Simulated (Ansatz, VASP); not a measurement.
## Te in VASP and in Ansatz

```
CELL_PARAMETERS angstrom
0.00000 3.52922 3.52922
3.52922 0.00000 3.52922
3.52922 3.52922 0.00000
ATOMIC_POSITIONS crystal
Te 0.00000 0.00000 0.00000
Te 0.25000 0.25000 0.25000
```

Alike in both runs: functional PBEsol; k mesh 14 × 14 × 14; occupations gaussian, width 0.1 eV; no spin polarisation.

Ansatz relaxed the structure, and its values are those at the end. VASP's run is a single point on that final structure, the one shown.

|  | VASP | Ansatz |
| --- | --- | --- |
| version | VASP 6.6.1 | Ansatz 0.2.0 |
| potentials or method | VASP PAW PBE potentials, release 64 (Te), cutoff 520 eV | scalar-relativistic, plane waves, PAW |
| valence electrons in the cell | 12 | 32 |

|  | VASP | Ansatz | Ansatz less VASP |
| --- | --- | --- | --- |
| gap on the k mesh at the Fermi level (eV) | none | none | - |
| pressure (GPa) | 0.0 | 0.0 | -0.03 |

VASP's potentials were made for PBE, not for PBEsol. A gap of «none» marks a metal or a gap that the smearing closes. With one functional, cell and mesh, what is left measures potentials, basis and numerics. VASP's potentials hold 12 valence electrons a cell and Ansatz's 32, so a difference there can come from the potentials and not from the codes.

Spin-orbit coupling is off throughout.
